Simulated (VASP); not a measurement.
# BaF2 (Frankdicksonite): single point with r2SCAN

BaF2 (Frankdicksonite):

```
CELL_PARAMETERS angstrom
0.00000 3.12803 3.12803
3.12803 0.00000 3.12803
3.12803 3.12803 0.00000
ATOMIC_POSITIONS crystal
Ba 0.00000 0.00000 0.00000
F 0.25000 0.25000 0.25000
F 0.75000 0.75000 0.75000
```

This cell differs from its parent crystal: volume scaled by 1.03.

```
Program                : VASP 6.6.1
Task                   : single point
Functional             : r2SCAN
Potentials or basis    : VASP PAW PBE potentials, release 64 (Ba_sv, F)
Cutoff                 : 660 eV
k mesh                 : 6 × 6 × 6
Occupations            : gaussian, width 0.02 eV
Spin                   : no spin polarisation
Dipole correction      : no
Further INCAR settings : ALGO = Normal; EDIFF = 1e-06; NBANDS = 19
```

```json
{
  "Pressure": "-0.9 GPa",
  "Band gap on the k mesh": "7.23 eV, indirect (least direct gap 7.29 eV)"
}
```

Levels at points of the mesh, in eV from the valence-band top:
```csv
k point,band 9,band 10,band 11,band 12,band 13,band 14,band 15,band 16
"(0.00, 0.00, 0.00)",-1.39,-0.06,-0.06,-0.06,7.23,9.81,9.81,12.05
"(0.50, 0.00, 0.00)",-0.61,-0.34,-0.15,-0.15,9.75,9.75,9.78,10.02
"(0.50, 0.50, 0.00)",-0.32,-0.31,-0.31,-0.10,7.65,9.71,11.23,12.63
```

Run time: 57 s on 1 thread of Intel(R) Xeon(R) 6975P-C (Granite Rapids), with other jobs on the host, peak memory 0.26 GiB.

Caveat: the PAW data sets were made with another functional, which shifts forces and pressure a little; spin-orbit coupling is left out, which moves the levels of the heavy elements. A k mesh can miss the band edges.
